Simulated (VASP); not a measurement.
SnO2, 6 atoms in the cell. Symmetry: Pmn2_1, No. 31, orthorhombic system. Conventional cell: a = 3.238 Å, b = 4.828 Å, c = 4.828 Å, α = 90.00°, β = 90.00°, γ = 90.00°. Within 2.8 Å of Sn (site symmetry m) lie 6 O at 2.08 to 2.13 Å. O (site symmetry m) has 3 Sn at 2.08 to 2.11 Å and 10 O at 2.69 to 3.02 Å within 3.1 Å. Within 3.1 Å of O (site symmetry m) lie 3 Sn at 2.11 to 2.13 Å and 10 O at 2.69 to 3.07 Å.  This cell differs from its parent crystal: atoms displaced along several vibrational modes.

```yaml
Program: VASP 6.6.1
Task: single point
Functional: PBE
Potentials_or_basis: VASP PAW PBE potentials, release 64 (Sn_d, O)
Cutoff: 520 eV
k_mesh: 6 × 6 × 8
Occupations: gaussian, width 0.05 eV
Spin: no spin polarisation
Dipole_correction: no
Further_INCAR_settings: ALGO = Normal; EDIFF = 1e-07; NBANDS = 35
```

Potentials or basis: VASP PAW PBE potentials, release 64 (Sn_d, O).

The run is started by

```console
$ cat potpaw_PBE.64/Sn_d/POTCAR potpaw_PBE.64/O/POTCAR > POTCAR
$ mpirun -np 1 vasp_std > vasp.out
```

Hardware: 1 thread of Intel(R) Xeon(R) 6975P-C (Granite Rapids), on a shared host.

Question: How long does it take, and how much memory?

Answer: It took 97 s on 1 thread of Intel(R) Xeon(R) 6975P-C (Granite Rapids) (shared host), peak memory 0.31 GiB. Counts: scf iterations 15, k points 100.
